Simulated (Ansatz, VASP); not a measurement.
**CoBi2 in VASP and in Ansatz**

Contents of INCAR:

```
PREC     = Accurate       # precision mode
ENCUT    = 520            # plane-wave cutoff, eV
EDIFF    = 1E-7           # SCF threshold, eV
ISMEAR   = 0              # smearing method
SIGMA    = 0.1            # smearing width, eV
LREAL    = F              # projectors in reciprocal space
LASPH    = T              # aspherical terms in the spheres
NELM     = 150            # most SCF steps
ALGO     = Normal         # electronic algorithm
ISIF     = 2              # what is computed and relaxed
LWAVE    = F              # write WAVECAR
LCHARG   = T              # write CHGCAR
ISPIN    = 2              # spin polarisation
MAGMOM   = 3 0 0          # initial moments
LORBIT   = 11             # projections on sites
LMAXMIX  = 4              # l up to which the mixer works
GGA      = PE             # functional
LELF     = T              # ELF
LVHAR    = T            
NBANDS   = 30             # bands
```

The input KPOINTS:

```
regular mesh
0
Gamma
  6 6 6
```

Contents of POSCAR:

```
CoBi2
1.0
    0.0000000000      3.2718026304      3.2718026304
    3.2718026304      0.0000000000      3.2718026304
    3.2718026304      3.2718026304      0.0000000000
Co Bi
1 2
Direct
    0.0000000000      0.0000000000      0.0000000000
    0.2500000000      0.2500000000      0.2500000000
    0.7500000000      0.7500000000      0.7500000000
```

Input for Ansatz:

```yaml
crystal:
  lattice:
    - [0.0, 3.2718026304, 3.2718026304]
    - [3.2718026304, 0.0, 3.2718026304]
    - [3.2718026304, 3.2718026304, 0.0]
  atoms:
    - { symbol: Co, position: [0.0, 0.0, 0.0], spin: 3.0 }
    - { symbol: Bi, position: [0.25, 0.25, 0.25] }
    - { symbol: Bi, position: [0.75, 0.75, 0.75] }
basis:
  ecutwfc: 420
kpoints:
  mp_grid: { grid: [6, 6, 6] }
hamiltonian:
  xc: pbe
scf:
  occupations: { method: gaussian, width: 0.1 }
  lower_state_search: "off"
output:
  forces: true
  stress: true
  eigenvalues: true
  populations: true
magnetization:
  spin_polarized: true
```

Alike in both runs: task single point; functional PBE; k mesh 6 × 6 × 6; occupations gaussian, width 0.1 eV; collinear spin.

|  | VASP | Ansatz |
| --- | --- | --- |
| version | VASP 6.6.1 | Ansatz 0.2.0 |
| potentials or method | VASP PAW PBE potentials, release 64 (Co, Bi_d), cutoff 520 eV | scalar-relativistic, plane waves, PAW |
| valence electrons in the cell | 39 | 47 |

|  | VASP | Ansatz | Ansatz less VASP |
| --- | --- | --- | --- |
| gap on the k mesh at the Fermi level (eV) | none | none | - |
| pressure (GPa) | 2.3 | 2.4 | +0.07 |
| net moment per atom (μB) | 0.17 | 0.17 | 0.000 |
| size of the moment on the site where the two differ most (μB) | 0.58 | 0.59 | +0.010 |

Site moments also hang on the region over which each program counts them. A gap of «none» marks a metal or a gap that the smearing closes. The functional is the same, so the differences come from potentials, cutoffs and numerics. VASP's potentials hold 39 valence electrons a cell and Ansatz's 47, so a difference there can come from the potentials and not from the codes.

Spin-orbit coupling is off throughout.
